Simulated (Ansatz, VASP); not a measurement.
## One calculation of CaC, two programs

```xyz
4
Lattice="3.8610 0.0000 0.0000 -1.9305 3.3437 0.0000 0.0000 0.0000 7.2621" Properties=species:S:1:pos:R:3 pbc="T T T"
Ca    0.0000    2.2291    5.3768
Ca    1.9305    1.1146    1.8853
C     0.0000    0.0000    6.6256
C     0.0000    0.0000    0.6365
```

Alike in both runs: functional PBE; k mesh 12 × 12 × 6; occupations gaussian, width 0.1 eV; no spin polarisation.

Ansatz relaxed the structure, and its values are those at the end. VASP's run is a single point on that final structure, the one shown.

|  | VASP | Ansatz |
| --- | --- | --- |
| version | VASP 6.6.1 | Ansatz 0.2.0 |
| potentials or method | VASP PAW PBE potentials, release 64 (Ca_sv, C), cutoff 520 eV | scalar-relativistic, plane waves, PAW |
| valence electrons in the cell | 28 | 28 |

VASP gave:

```
gap on the k mesh at the Fermi level (eV) : none
pressure (GPa)                            : 0.2
rms of the force components (eV/Å)        : 0.036
```

Task: Which values does Ansatz return?

Result: gap on the k mesh at the Fermi level (eV): none; pressure (GPa): 0.0; rms of the force components (eV/Å): 0.001.

A gap of «none» marks a metal or a gap that the smearing closes. The functional is the same, so the differences come from potentials, cutoffs and numerics.
